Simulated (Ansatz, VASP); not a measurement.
Two plane-wave programs on CuO

INCAR

```
PREC = Accurate
ENCUT = 520
EDIFF = 1E-6
ISMEAR = 1
SIGMA = 0.05
LREAL = F
LASPH = T
NELM = 100
ALGO = Fast
ISIF = 2
LWAVE = F
LCHARG = F
GGA = PS
NBANDS = 25
```

File KPOINTS:

```
regular mesh
0
Gamma
  16 16 8
```

POSCAR

```
CuO
1.0
    2.3446500000     -1.7134000000      0.0000000000
    2.3446500000      1.7134000000      0.0000000000
   -0.8605500000      0.0000000000      5.0594400000
Cu O
2 2
Direct
    0.0032000000      0.4968000000      0.0000000000
    0.4968000000      0.0032000000      0.5000000000
    0.5714000000      0.4056000000      0.2537000000
    0.4056000000      0.5714000000      0.7537000000
```

Input for Ansatz:

```yaml
crystal:
  lattice:
    - [2.34465, -1.7134, 0.0]
    - [2.34465, 1.7134, 0.0]
    - [-0.86055, 0.0, 5.05944]
  atoms:
    - { symbol: Cu, position: [0.0032, 0.4968, 0.0] }
    - { symbol: Cu, position: [0.4968, 0.0032, 0.5] }
    - { symbol: O, position: [0.5714, 0.4056, 0.2537] }
    - { symbol: O, position: [0.4056, 0.5714, 0.7537] }
basis:
  ecutwfc: 420
kpoints:
  mp_grid: { grid: [16, 16, 8] }
hamiltonian:
  xc: pbesol
scf:
  occupations: { method: cold, width: 0.05 }
output:
  forces: true
  stress: true
  eigenvalues: true
```

Alike in both runs: task single point; functional PBEsol; k mesh 16 × 16 × 8; no spin polarisation.

|  | VASP | Ansatz |
| --- | --- | --- |
| version | VASP 6.6.1 | Ansatz 0.2.0 |
| potentials or method | VASP PAW PBE potentials, release 64 (Cu, O), cutoff 520 eV | scalar-relativistic, plane waves, PAW |
| occupations | methfessel-paxton of order 1, width 0.05 eV | cold, width 0.05 eV |
| valence electrons in the cell | 34 | 50 |

|  | VASP | Ansatz | Ansatz less VASP |
| --- | --- | --- | --- |
| gap on the k mesh at the Fermi level (eV) | none | none | - |
| pressure (GPa) | -2.0 | -2.7 | -0.77 |
| traceless stress, the component that is largest in VASP (GPa) | 1.92 | 2.29 | +0.363 |
| rms of the force components (eV/Å) | 0.432 | 0.424 | -0.0074 |

VASP's potentials were made for PBE, not for PBEsol. Atom by atom the forces differ by 0.022 eV/Å (rms over components). A gap of «none» marks a metal or a gap that the smearing closes. VASP's potentials hold 34 valence electrons a cell and Ansatz's 50, so a difference there can come from the potentials and not from the codes.
